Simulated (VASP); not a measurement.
Wanted: the native input for a VASP 6.6.1 run.

| Property | Result |
| --- | --- |
| Task | single point |
| Functional | PBE |
| Potentials or basis | VASP PAW PBE potentials, release 64 (Y_sv, As) |
| Cutoff | 520 eV |
| k mesh | 4 × 4 × 4 |
| Occupations | gaussian, width 0.1 eV |
| Spin | no spin polarisation |
| Dipole correction | no |
| Further INCAR settings | ALGO = Normal; EDIFF = 1e-06; NBANDS = 24 |

The structure of YAs4 lies in POSCAR:

```
YAs4
1.0
   -3.2120843640      3.2120843640      3.2120843640
    3.2120843640     -3.2120843640      3.2120843640
    3.2120843640      3.2120843640     -3.2120843640
Y As
1 4
Direct
    0.0000000000      0.0000000000      0.0000000000
    0.5000000000      0.5000000000      0.5000000000
    0.0000000000      0.0000000000      0.5000000000
    0.0000000000      0.5000000000      0.0000000000
    0.5000000000      0.0000000000      0.0000000000
```

One way to write it, as run:

INCAR

```
PREC = Accurate
ENCUT = 520
EDIFF = 1E-6
ISMEAR = 0
SIGMA = 0.1
LREAL = False
LASPH = True
NELM = 80
ALGO = Normal
ISIF = 2
LWAVE = False
LCHARG = False
GGA = PE
NBANDS = 24
```

KPOINTS

```
regular mesh
0
Gamma
  4 4 4
```

Potentials or basis: VASP PAW PBE potentials, release 64 (Y_sv, As).

The run is started by

```bash
$ cat potpaw_PBE.64/Y_sv/POTCAR potpaw_PBE.64/As/POTCAR > POTCAR
$ mpirun -np 1 vasp_std > vasp.out
```

Results of the run:

```
Pressure : -0.2 GPa
```

It took 33 s on 1 thread of Intel(R) Xeon(R) 6975P-C (Granite Rapids) (shared host), peak memory 0.25 GiB.
